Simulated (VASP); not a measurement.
Write the native input for VASP 6.6.1 that does the following.

```
Task                   : single point
Functional             : PBE
Potentials or basis    : VASP PAW PBE potentials, release 64 (Hf_pv)
Cutoff                 : 520 eV
k mesh                 : 12 × 12 × 7
Occupations            : fermi-dirac, width 0.1 eV
Spin                   : no spin polarisation
Dipole correction      : no
Further INCAR settings : ALGO = Normal; EDIFF = 1e-07; NBANDS = 17
```

The structure of Hf lies in POSCAR:

```
Hf
1.0
    1.6016142160     -2.7740771961      0.0000000000
    1.6016142159      2.7740771961      0.0000000000
    0.0000000000      0.0000000000      5.0729617522
Hf
2
Direct
    0.6666666670      0.3333333330      0.2500000000
    0.3333333330      0.6666666670      0.7500000000
```

One way to write it, as run:

INCAR

```
PREC = Accurate
ENCUT = 520
EDIFF = 1E-7
ISMEAR = -1
SIGMA = 0.1
LREAL = F
LASPH = T
NELM = 100
ALGO = Normal
ISIF = 2
LWAVE = F
LCHARG = T
GGA = PE
LELF = T
LVHAR = T
NBANDS = 17
```

KPOINTS

```
regular mesh
0
Gamma
  12 12 7
```

Potentials or basis: VASP PAW PBE potentials, release 64 (Hf_pv).

Run with:

```sh
$ cat potpaw_PBE.64/Hf_pv/POTCAR > POTCAR
$ mpirun -np 1 vasp_std > vasp.out
```

It gave:

```
Pressure               : -0.4 GPa
Band gap on the k mesh : zero (band 10 reaches 6.05 eV, above the bottom of band 11 at 4.54 eV)
```

Caveat: spin-orbit coupling is left out, which moves the levels of the heavy elements.

Run time: 16 s on 1 thread of Intel(R) Xeon(R) 6975P-C (Granite Rapids) (shared host), peak memory 0.19 GiB.
